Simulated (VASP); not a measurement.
# Sn (Fd-3m) in VASP: notebook, part 3 of 3

VASP 6.6.1. The steps go on from the part before.

**6. Single point, LDA**

This run uses another cell than the first one, of 34.48 Å³/atom, 0.981 times its volume.

Input file INCAR:

```
SYSTEM = Sn
PREC = Accurate
ENCUT = 520
EDIFF = 1E-6
ISMEAR = -1
SIGMA = 0.05
LREAL = .False.
LASPH = .True.
NELM = 100
ALGO = Normal
ISIF = 2
LWAVE = .False.
LCHARG = .False.
GGA = CA
NBANDS = 21
```

Input file KPOINTS:

```
regular mesh
0
Gamma
  7 7 7
  0 0 0
```

Input file POSCAR:

```
Sn
1.0
    0.0000000000      3.2547562903      3.2547562903
    3.2547562903      0.0000000000      3.2547562903
    3.2547562903      3.2547562903      0.0000000000
Sn
2
Direct
    0.7500000000      0.7500000000      0.7500000000
    0.5000000000      0.5000000000      0.5000000000
```

Potentials or basis: VASP PAW LDA potentials, release 64 (Sn_d).

The run is started by

```
$ cat potpaw_LDA.64/Sn_d/POTCAR > POTCAR
$ mpirun -np 1 vasp_std > vasp.out
```

OUTCAR:

```text
SYSTEM = Sn
   PREC = Accurate
   ENCUT = 520
   EDIFF = 1E-6
   ISMEAR = -1
   LREAL = .False.
   LASPH = .True.
   NELM = 100
   ISIF = 2
   GGA = CA

 ion  position               nearest neighbor table
   1  0.750  0.750  0.750-   2 2.82   2 2.82   2 2.82   2 2.82
   2  0.500  0.500  0.500-   1 2.82   1 2.82   1 2.82   1 2.82

  LATTYP: Found a face centered cubic cell.
 ALAT       =     6.5095125806

  Lattice vectors:

 A1 = (   0.0000000000,   3.2547562903,   3.2547562903)
 A2 = (   3.2547562903,   0.0000000000,   3.2547562903)
 A3 = (   3.2547562903,   3.2547562903,   0.0000000000)

Analysis of symmetry for initial positions (statically):
=====================================================================
 Subroutine PRICEL returns:
 Original cell was already a primitive cell.

 Routine SETGRP: Setting up the symmetry group for a
 face centered cubic supercell.

 Subroutine GETGRP returns: Found 48 space group operations
 (whereof 24 operations were pure point group operations)
 out of a pool of 48 trial point group operations.

The static configuration has the point symmetry T_d .
 The point group associated with its full space group is O_h .

Analysis of symmetry for dynamics (positions and initial velocities):
=====================================================================
 Subroutine PRICEL returns:
 Original cell was already a primitive cell.

 Routine SETGRP: Setting up the symmetry group for a
 face centered cubic supercell.

 Subroutine GETGRP returns: Found 48 space group operations
 (whereof 24 operations were pure point group operations)
 out of a pool of 48 trial point group operations.

The dynamic configuration has the point symmetry T_d .
 The point group associated with its full space group is O_h .

 Subroutine INISYM returns: Found 48 space group operations
 (whereof 24 operations are pure point group operations),
 and found     1 'primitive' translations

----------------------------------------------------------------------------------------

                                     Primitive cell

  volume of cell :      68.9581

  direct lattice vectors                    reciprocal lattice vectors
     0.000000000  3.254756290  3.254756290    -0.153621333  0.153621333  0.153621333
     3.254756290  0.000000000  3.254756290     0.153621333 -0.153621333  0.153621333
     3.254756290  3.254756290  0.000000000     0.153621333  0.153621333 -0.153621333

  length of vectors
     4.602920488  4.602920488  4.602920488     0.266079954  0.266079954  0.266079954

  position of ions in fractional coordinates (direct lattice)
     0.750000000  0.750000000  0.750000000
     0.500000000  0.500000000  0.500000000

  ion indices of the primitive-cell ions
   primitive index   ion index
                 1           1
                 2           2

----------------------------------------------------------------------------------------

 KPOINTS: regular mesh

Automatic generation of k-mesh.
 Grid dimensions read from file:
 generate k-points for:    7    7    7

 Generating k-lattice:

  Cartesian coordinates                     Fractional coordinates (reciprocal lattice)
    -0.021945905  0.021945905  0.021945905     0.142857143  0.000000000  0.000000000
     0.021945905 -0.021945905  0.021945905     0.000000000  0.142857143  0.000000000
     0.021945905  0.021945905 -0.021945905     0.000000000  0.000000000  0.142857143

  Length of vectors
     0.038011422  0.038011422  0.038011422

  Shift w.r.t. Gamma in fractional coordinates (k-lattice)
     0.000000000  0.000000000  0.000000000

 Subroutine IBZKPT returns following result:
 ===========================================

 Found     20 irreducible k-points:

 Following reciprocal coordinates:
            Coordinates               Weight
  0.000000  0.000000  0.000000      1.000000
  0.142857  0.000000  0.000000      8.000000
  0.285714  0.000000  0.000000      8.000000
  0.428571  0.000000  0.000000      8.000000
  0.142857  0.142857  0.000000      6.000000
  0.285714  0.142857  0.000000     24.000000
[... 12 lines left out ...]
 -0.428571  0.428571  0.142857     24.000000
 -0.285714  0.428571  0.142857     24.000000
   k-points           NKPTS =     20   k-points in BZ     NKDIM =     20   number of bands    NBANDS=     21
   number of dos      NEDOS =    301   number of ions     NIONS =      2
   total plane-waves  NPLWV =  46656
   dimension x,y,z NGX =    36 NGY =   36 NGZ =   36
   dimension x,y,z NGXF=    72 NGYF=   72 NGZF=   72
   ions per type =               2
   NGX,Y,Z   is equivalent  to a cutoff of  13.00, 13.00, 13.00 a.u.
   NGXF,Y,Z  is equivalent  to a cutoff of  26.00, 26.00, 26.00 a.u.
 SYSTEM =  Sn
   PREC   = accura    normal or accurate (medium, high low for compatibility)
   ISTART =      0    job   : 0-new  1-cont  2-samecut
   ICHARG =      2    charge: 1-file 2-atom 10-const
   ISPIN  =      1    spin polarized calculation?
   LNONCOLLINEAR =      F non collinear calculations
   LSORBIT =      F    spin-orbit coupling
   LASPH  =      T    aspherical Exc in radial PAW
   ENCUT  =  520.0 eV  38.22 Ry    6.18 a.u.   8.56  8.56  8.56*2*pi/ulx,y,z
   NELM   =    100;   NELMIN=  2; NELMDL= -5     # of ELM steps
   EDIFF  = 0.1E-05   stopping-criterion for ELM
   LREAL  =      F    real-space projection
   EDIFFG = 0.1E-04   stopping-criterion for IOM
   NSW    =      0    number of steps for IOM
   IBRION =     -1    ionic relax: 0-MD 1-quasi-New 2-CG
   NFREE  =      0    steps in history (QN), initial steepest desc. (CG)
   ISIF   =      2    stress and relaxation
   ISYM   =      2    0-nonsym 1-usesym 2-fastsym
   POTIM  = 0.5000    time-step for ionic-motion
   TEBEG  =    0.0;   TEEND  =   0.0 temperature during run
   PSTRESS=    0.0 pullay stress
   NELECT =      28.0000    total number of electrons
   NUPDOWN=      -1.0000    fix difference up-down
   EMIN   =  10.00;   EMAX   =-10.00  energy-range for DOS
   EFERMI =   0.00;   METHOD = LEGACY
   ISMEAR =    -1;   SIGMA  =   0.05  broadening in eV -4-tet -1-fermi 0-gaus
   EFERMI_NEDOS =   21; number of points for ismear=-14 and -15
   IALGO  =     38    algorithm
   IMIX   =      4    mixing-type and parameters
     AMIX     =   0.40;   BMIX     =  1.00
     AMIX_MAG =   1.60;   BMIX_MAG =  1.00
  volume/ion in A,a.u.               =      34.48       232.68
  Fermi-wavevector in a.u.,A,eV,Ry     =   1.212269  2.290856 19.995072  1.469596
  Thomas-Fermi vector in A             =   2.347758
   LORBIT       =      0    0 simple, 1 ext, 2 COOP (PROOUT), +10 PAW based schemes
   GGA     = CA    functional components
   LHFCALC =     F    Hartree Fock is set to
   AEXX    =    0.0000 exact exchange contribution
   IVDW    =     0    specifies the selected vdW correction
   LEPSILON=     F    determine dielectric tensor
   LRPA    =     F    only Hartree local field effects (RPA)
 non-spin polarized calculation
  energy-cutoff  :      520.00
  volume of cell :       68.96
 maximum number of plane-waves:      1875
 NGX is ok and might be reduce to    36
   NGX = 17   NGY = 17   NGZ = 17

 number of electron      27.9999995 magnetization

 Free energy of the ion-electron system (eV)
  ---------------------------------------------------
  ext. energy  EPLUGINS =         0.00000000
  ---------------------------------------------------
  free energy    TOTEN  =        -8.92365184 eV

  energy without entropy =       -8.92084998  energy(sigma->0) =       -8.92225091

 E-fermi :   5.1560     XC(G=0):  -9.1530

 val. band max:        5.0119637233   @ k =   0.1429   0.0000   0.0000
 cond. band min:       5.1849928036   @ k =   0.4286   0.0000   0.0000
 fundamental gap:      0.1730290803
 Fermi energy:         5.1559942537

 k-point     1 :       0.0000    0.0000    0.0000
  band No.  band energies     occupation
      1     -16.3218      2.00000
      2     -16.3218      2.00000
      3     -16.3218      2.00000
      4     -16.2616      2.00000
      5     -16.2616      2.00000
      6     -15.9570      2.00000
[... 13 lines left out ...]
     20      13.2876      0.00000
     21      13.2876      0.00000
[... 433 lines left out ...]
 k-point    20 :      -0.2857    0.4286    0.1429
  band No.  band energies     occupation
      1     -16.3938      2.00000
      2     -16.3813      2.00000
      3     -16.2155      2.00000
      4     -16.1485      2.00000
      5     -16.1301      2.00000
      6     -16.0984      2.00000
[... 13 lines left out ...]
     20      13.9419      0.00000
     21      15.5959      0.00000

------------------------ aborting loop because EDIFF is reached ----------------------------------------

  FORCE on cell =-STRESS in cart. coord.  units (eV):
  Direction    XX          YY          ZZ          XY          YZ          ZX
  --------------------------------------------------------------------------------------
  -------------------------------------------------------------------------------------
  Total       -0.3007094     -0.3007094     -0.3007094      0.0000000      0.0000000     -0.0000000
  in kB       -6.9867008     -6.9867008     -6.9867008      0.0000000      0.0000000     -0.0000000
  external PRESSURE =      -6.9867008 kB  Pullay stress =       0.0000000 kB

 VOLUME and BASIS-vectors are now :
 -----------------------------------------------------------------------------
  energy-cutoff  :      520.00
  volume of cell :       68.96
      direct lattice vectors                 reciprocal lattice vectors
     0.000000000  3.254756290  3.254756290    -0.153621333  0.153621333  0.153621333
     3.254756290  0.000000000  3.254756290     0.153621333 -0.153621333  0.153621333
     3.254756290  3.254756290  0.000000000     0.153621333  0.153621333 -0.153621333

 POSITION                                       TOTAL-FORCE (eV/Angst)
 -----------------------------------------------------------------------------------
      4.88213      4.88213      4.88213         0.000000      0.000000     -0.000000
      3.25476      3.25476      3.25476        -0.000000     -0.000000      0.000000
 -----------------------------------------------------------------------------------
    total drift:                                0.000000      0.000000      0.000000

  FREE ENERGIE OF THE ION-ELECTRON SYSTEM (eV)
  ---------------------------------------------------
  free  energy   TOTEN  =        -8.9236518359 eV

  energy  without entropy=       -8.9208499778  energy(sigma->0) =       -8.92225091
```

It took 63 s on 1 thread of AMD EPYC 7R13, shared host; peak memory 0.14 GiB.

What came out:

```yaml
Free_energy: -8.9237 eV
Pressure: -0.7 GPa
Band_gap_on_the_k_mesh: zero (band 14 reaches 5.36 eV, above the bottom of band 15 at 5.18 eV)
```

Caveat: spin-orbit coupling is left out, which moves the levels of the heavy elements.

**7. Summary**

```csv
cell,gap on the mesh (eV),pressure (GPa)
"a = 4.633 Å, angles 60.0°, 2 atoms",none,-1.5
"a = 4.662 Å, angles 60.0°, 2 atoms",none,-2.2
"a = 4.479 Å, angles 60.0°, 2 atoms",none,3.5
"a = 4.573 Å, angles 60.0°, 2 atoms",none,0.2
"a = 4.603 Å, angles 60.0°, 2 atoms",none,-0.7
```

Alike in all rows: task single point; level LDA; potentials or basis VASP PAW LDA potentials, release 64 (Sn_d); no spin polarisation; k mesh 7 × 7 × 7; cutoff (eV) 520; smearing fermi-dirac 0.05 eV.

Caveats: spin-orbit coupling is left out, which moves the levels of the heavy elements.

Absolute energies hang on the potentials; compare differences alone.
